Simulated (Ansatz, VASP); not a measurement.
**Two plane-wave programs on Ta2Ga**

```
Ta Ga
1.0
     4.67119    0.00000    0.00000
    -2.33560    4.04537    0.00000
     0.00000    0.00000    2.81071
Ta Ga
2 1
Cartesian
  0.0000 2.6969 1.4054
  2.3356 1.3485 1.4054
  0.0000 0.0000 0.0000
```

Alike in both runs: task relaxation of cell and atoms; functional PBE; k mesh 6 × 6 × 6; occupations gaussian, width 0.1 eV; no spin polarisation.

```csv
,VASP,Ansatz
version,VASP 6.6.1,Ansatz 0.2.0
potentials or method,"VASP PAW PBE potentials, release 64 (Ta_pv, Ga_d), cutoff 600 eV","scalar-relativistic, plane waves, PAW"
valence electrons in the cell,35,39
```

|  | VASP | Ansatz | Ansatz less VASP |
| --- | --- | --- | --- |
| gap on the k mesh at the Fermi level, each at its own relaxed structure (eV) | none | none | - |
| relaxed volume (Å³/atom) | 17.79 | 17.74 | -0.055 |
| relaxed cell length with the largest relative difference (Å) | 2.772 | 2.769 | -0.0030 |

A gap of «none» marks a metal or a gap that the smearing closes. VASP's potentials hold 35 valence electrons a cell and Ansatz's 39, so a difference there can come from the potentials and not from the codes.

The k mesh is coarse, so the values compare programs but aren't converged. Spin-orbit coupling is off throughout.
